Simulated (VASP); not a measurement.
A run of VASP 6.6.1:

Contents of INCAR:

```
ALGO = Normal
EDIFF = 1E-6
ENCUT = 520
GGA = RE
ISIF = 2
ISMEAR = -1
LASPH = True
LCHARG = False
LREAL = False
LWAVE = False
NBANDS = 58
NELM = 100
PREC = Accurate
SIGMA = 0.1
```

Contents of KPOINTS:

```
k-points
0
Gamma
  5 5 5
```

File POSCAR:

```
Zn
1.0
    5.0205613062      0.0000000000      0.0000000000
    0.0000000000      5.0205613062      0.0000000000
    0.0000000000      0.0000000000      5.0205613062
Zn
8
Direct
    1.0000000000      0.0000000000      0.0000000000
    0.5000000000      0.5000000000      0.5000000000
    0.2500000000      0.0000000000      0.5000000000
    0.7500000000      1.0000000000      0.5000000000
    0.5000000000      0.2500000000      0.0000000000
    0.5000000000      0.7500000000      1.0000000000
    1.0000000000      0.5000000000      0.2500000000
    1.0000000000      0.5000000000      0.7500000000
```

Potentials or basis: VASP PAW PBE potentials, release 64 (Zn).

Command:

```console
$ cat potpaw_PBE.64/Zn/POTCAR > POTCAR
$ mpirun -np 1 vasp_std > vasp.out
```

Hardware: 1 thread of AMD EPYC 9R45 96-Core Processor (Zen 5), on a shared host.

Task: Estimate the wall time of this run.

Result: It took 44 s on 1 thread of AMD EPYC 9R45 96-Core Processor (Zen 5), on a shared host, peak memory 0.21 GiB. Counts: scf iterations 13, k points 10.
